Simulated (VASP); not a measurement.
Input of a VASP 6.6.1 run:

Contents of INCAR:

```
SYSTEM = HfO2
  ALGO = Normal
  EDIFF = 1E-6
  ENCUT = 520
  GGA = PE
  ISIF = 2
  ISMEAR = 0
  LASPH = .TRUE.
  LCHARG = .TRUE.
  LELF = .TRUE.
  LREAL = .FALSE.
  LVHAR = .TRUE.
  LWAVE = .FALSE.
  NBANDS = 31
  NELM = 60
  PREC = Accurate
  SIGMA = 0.02
```

Contents of KPOINTS:

```
k-points
0
G
  6 6 4
  0 0 0
```

Contents of POSCAR:

```
HfO2
1.0
    3.6290519925      0.0000000000      0.0000000000
    0.0000000000      3.6290519925      0.0000000000
    0.0000000000      0.0000000000      5.3481925532
Hf O
2 4
Direct
    0.5000000000      0.5000000000      0.5000000000
    0.0000000000      0.0000000000      0.0000000000
    0.0000000000      0.5000000000      0.6866543383
    0.5000000000      0.0000000000      0.8133456617
    0.5000000000      0.0000000000      0.3133456617
    0.0000000000      0.5000000000      0.1866543383
```

Potentials or basis: VASP PAW PBE potentials, release 64 (Hf_pv, O).

The run is started by

```console
$ cat potpaw_PBE.64/Hf_pv/POTCAR potpaw_PBE.64/O/POTCAR > POTCAR
$ mpirun -np 1 vasp_std > vasp.out
```

Estimate the pressure.

-7.4 GPa.

Predict the band gap on the k mesh.

4.65 eV (least direct gap 4.71 eV).

Estimate the largest force.

0.057 eV/Å.

Stress tensor (GPa, compression positive):
```
-7.55  0.00  0.00
 0.00 -7.55  0.00
 0.00  0.00 -7.20
```

Caveat: the cell stands under tension; spin-orbit coupling is left out, which moves the levels of the heavy elements. A k mesh can miss the band edges.
